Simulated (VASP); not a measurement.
A run of VASP 6.6.1 is set up as follows.

INCAR

```
SYSTEM = Tl
PREC = Accurate
ENCUT = 520
EDIFF = 1E-6
ISMEAR = -1
SIGMA = 0.1
LREAL = .FALSE.
LASPH = .TRUE.
NELM = 80
ALGO = Normal
ISIF = 2
LWAVE = .FALSE.
LCHARG = .FALSE.
GGA = CA
NBANDS = 62
```

Contents of KPOINTS:

```
regular mesh
0
G
  6 6 6
  0 0 0
```

The input POSCAR:

```
Tl
1.0
    6.0453880161      0.0000000000      0.0000000000
    0.0000000000      6.0453880161      0.0000000000
    0.0000000000      0.0000000000      6.0453880161
Tl
8
Direct
    0.0000000000      1.0000000000      1.0000000000
    0.5000000000      0.5000000000      0.5000000000
    0.2500000000      0.0000000000      0.5000000000
    0.7500000000      0.0000000000      0.5000000000
    0.5000000000      0.2500000000      1.0000000000
    0.5000000000      0.7500000000      0.0000000000
    1.0000000000      0.5000000000      0.2500000000
    1.0000000000      0.5000000000      0.7500000000
```

Potentials or basis: VASP PAW LDA potentials, release 64 (Tl_d).

Command:

```sh
$ cat potpaw_LDA.64/Tl_d/POTCAR > POTCAR
$ mpirun -np 1 vasp_std > vasp.out
```

Predict the pressure.

0.3 GPa.

Predict the band gap on the k mesh.

zero (bands 52 and 53 overlap by 2.77 eV).

Caveat: spin-orbit coupling is left out, which moves the levels of the heavy elements.
